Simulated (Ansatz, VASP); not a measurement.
# WSe2 in VASP and in Ansatz

INCAR

```
SYSTEM = WSe2
ALGO     = Normal         ! electronic algorithm
DIPOL    = 0.5 0.5 0.393
EDIFF    = 1E-6           ! SCF threshold, eV
ENCUT    = 520            ! plane-wave cutoff, eV
GGA      = PE             ! functional
IDIPOL   = 3            
ISIF     = 2              ! what is computed and relaxed
ISMEAR   = 0              ! smearing method
IVDW     = 12             ! dispersion correction
LASPH    = .TRUE.         ! aspherical terms in the spheres
LCHARG   = .TRUE.         ! write CHGCAR
LDIPOL   = .TRUE.       
LELF     = .TRUE.         ! ELF
LREAL    = .FALSE.        ! projectors in reciprocal space
LVACPOTAV= .TRUE.       
LVHAR    = .TRUE.       
LWAVE    = .FALSE.        ! write WAVECAR
NBANDS   = 35             ! bands
NELM     = 60             ! most SCF steps
PREC     = Accurate       ! precision mode
SIGMA    = 0.05           ! smearing width, eV
```

The input KPOINTS:

```
k-points
0
G
  9 9 1
  0 0 0
```

Contents of POSCAR:

```
WSe2
1.0
    3.2854926884      0.0000000000      0.0000000000
   -1.6427463442      2.8453201321      0.0000000000
    0.0000000000      0.0000000000     24.2386466672
Se W
4 2
Direct
    0.3333333333      0.6666666667      0.1856539295
    0.3333333333      0.6666666667      0.3246601777
    0.6666666667      1.3333333333      0.4612189569
    0.6666666667      1.3333333333      0.6002252051
    0.6666666667      0.3333333333      0.2551570536
    1.0000000000      1.0000000000      0.5307220810
```

Input for Ansatz:

```yaml
crystal:
  lattice:
    - [3.2854926884, 0.0, 0.0]
    - [-1.6427463442, 2.8453201321, 0.0]
    - [0.0, 0.0, 24.2386466672]
  atoms:
    - { symbol: Se, position: [0.3333333333, 0.6666666667, 0.1856539295] }
    - { symbol: W, position: [0.6666666667, 0.3333333333, 0.2551570536] }
    - { symbol: Se, position: [0.3333333333, 0.6666666667, 0.3246601777] }
    - { symbol: Se, position: [0.6666666667, 1.3333333333, 0.4612189569] }
    - { symbol: W, position: [1.0, 1.0, 0.530722081] }
    - { symbol: Se, position: [0.6666666667, 1.3333333333, 0.6002252051] }
basis:
  ecutwfc: 420
kpoints:
  mp_grid: { grid: [9, 9, 1] }
hamiltonian:
  xc: pbe
  pseudopotentials: { kind: paw, azcp: { folder: soft_1 } }
  dispersion: d3bj
scf:
  occupations: { method: gaussian, width: 0.05 }
output:
  forces: true
  eigenvalues: true
efield:
  axis: 3
  dipole_correction: true
  ramp_width: 0.04
```

Alike in both runs: task single point; functional PBE; dispersion D3(BJ); k mesh 9 × 9 × 1; occupations gaussian, width 0.05 eV; no spin polarisation.

|  | VASP | Ansatz |
| --- | --- | --- |
| version | VASP 6.6.1 | Ansatz 0.2.0 |
| potentials or method | VASP PAW PBE potentials, release 64 (Se, W_sv), cutoff 520 eV | scalar-relativistic, plane waves, PAW |
| valence electrons in the cell | 52 | 92 |

Ansatz gave:

| Quantity | Value |
| --- | --- |
| gap on the k mesh at the Fermi level (eV) | 1.54 |
| least direct gap on the mesh (eV) | 1.63 |
| rms of the force components (eV/Å) | 0.022 |

Task: Which values does VASP return?

Result: gap on the k mesh at the Fermi level (eV): 1.54; least direct gap on the mesh (eV): 1.63; rms of the force components (eV/Å): 0.038.

VASP's potentials hold 52 valence electrons a cell and Ansatz's 92, so a difference there can come from the potentials and not from the codes.

Neither program's run includes spin-orbit coupling.
